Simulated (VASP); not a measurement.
Set up this calculation in VASP 6.6.1, as the native input.

| Item | Value |
| --- | --- |
| Task | single point |
| Functional | PBE |
| Potentials or basis | VASP PAW PBE potentials, release 64 (Mg) |
| Cutoff | 600 eV |
| k mesh | 17 × 17 × 17 |
| Occupations | fermi-dirac, width 0.05 eV |
| Spin | no spin polarisation |
| Dipole correction | no |
| Further INCAR settings | ALGO = Normal; EDIFF = 1e-06; NBANDS = 7 |

The structure of Mg lies in POSCAR:

```
Mg
1.0
   -1.5892244679      1.5892244679      1.5892244679
    1.5892244679     -1.5892244679      1.5892244679
    1.5892244679      1.5892244679     -1.5892244679
Mg
1
Direct
    0.0000000000      0.0000000000      0.0000000000
```

This cell differs from its parent crystal: volume scaled by 0.7.

The input as run:

INCAR

```
PREC = Accurate ; ENCUT = 600
EDIFF = 1E-6 ; ISMEAR = -1
SIGMA = 0.05 ; LREAL = False
LASPH = True ; NELM = 120
ALGO = Normal ; ISIF = 2
LWAVE = False ; LCHARG = True
GGA = PE ; LELF = True
LVHAR = True ; NBANDS = 7
GGA_COMPAT = False
```

KPOINTS

```
regular mesh
0
Gamma
  17 17 17
```

Potentials or basis: VASP PAW PBE potentials, release 64 (Mg).

The run is started by

```bash
$ cat potpaw_PBE.64/Mg/POTCAR > POTCAR
$ mpirun -np 1 vasp_std > vasp.out
```

It gave:

* Pressure: 25.4 GPa
* Band gap on the k mesh: zero (band 1 reaches 8.03 eV, above the bottom of band 2 at 4.02 eV)

Run time: 14 s on 1 thread of AMD EPYC 7R43 64-Core Processor (Zen 3) (shared host), peak memory 0.12 GiB.
